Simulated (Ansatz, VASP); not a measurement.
**Ni in VASP and in Ansatz**

```
CELL_PARAMETERS angstrom
-1.44411 1.44411 1.44411
1.44411 -1.44411 1.44411
1.44411 1.44411 -1.44411
ATOMIC_POSITIONS crystal
Ni 0.00000 0.00000 0.00000
```

Alike in both runs: task single point; functional revPBE; k mesh 18 × 18 × 18; occupations fermi-dirac, width 0.1 eV; no spin polarisation.

```csv
,VASP,Ansatz
version,VASP 6.6.1,Ansatz 0.2.0
potentials or method,"VASP PAW PBE potentials, release 64 (Ni), cutoff 520 eV","plane waves (420 eV) with PAW, scalar-relativistic"
valence electrons in the cell,10,18
```

VASP gave:

```
pressure (GPa) : -11.3
```

Q: What did Ansatz give for the same quantities?

A: Pressure (GPa): -11.6.

VASP's potentials were made for PBE, not for revPBE. With one functional, cell and mesh, what is left measures potentials, basis and numerics. VASP's potentials hold 10 valence electrons a cell and Ansatz's 18, so a difference there can come from the potentials and not from the codes.
